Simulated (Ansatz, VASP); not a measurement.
# VBiO4: VASP beside Ansatz

```xyz
12
Lattice="-3.6518 3.6518 3.2203 3.6518 -3.6518 3.2203 3.6518 3.6518 -3.2203" Properties=species:S:1:pos:R:3 pbc="T T T"
V     3.6518    0.0000    1.6102
V     0.0000    0.0000    3.2203
Bi    0.0000    0.0000    0.0000
Bi    0.0000    3.6518    1.6102
O     2.3292    3.6518    1.0890
O     3.6518    1.3226    2.6992
O     2.3292    0.0000    0.5212
O     3.6518   -1.3226    2.6992
O     0.0000    1.3226    2.1314
O     1.3226    0.0000    4.3093
O     3.6518    2.3292   -1.0890
O     4.9744    0.0000    0.5212
```

Alike in both runs: task single point; functional PBE; k mesh 6 × 6 × 6; occupations fermi-dirac, width 0.02 eV; no spin polarisation.

|  | VASP | Ansatz |
| --- | --- | --- |
| version | VASP 6.6.1 | Ansatz 0.2.0 |
| potentials or method | VASP PAW PBE potentials, release 64 (V_sv, Bi_d, O) | plane waves, PAW |
| plane-wave cutoff (eV) | 520 | 420 |
| valence electrons in the cell | 104 | 104 |

VASP gave:

```
gap on the k mesh at the Fermi level (eV)                     : 2.60
pressure (GPa)                                                : 4.8
traceless stress, the component that is largest in VASP (GPa) : 0.29
rms of the force components (eV/Å)                            : 0.192
```

Task: What did Ansatz give for the same quantities?

Result: gap on the k mesh at the Fermi level (eV): 2.61; pressure (GPa): 4.2; traceless stress, the component that is largest in VASP (GPa): 0.09; rms of the force components (eV/Å): 0.124.

Atom by atom the forces differ by 0.068 eV/Å (rms over components). With one functional, cell and mesh, what is left measures potentials, basis and numerics.

Spin-orbit coupling is off throughout.
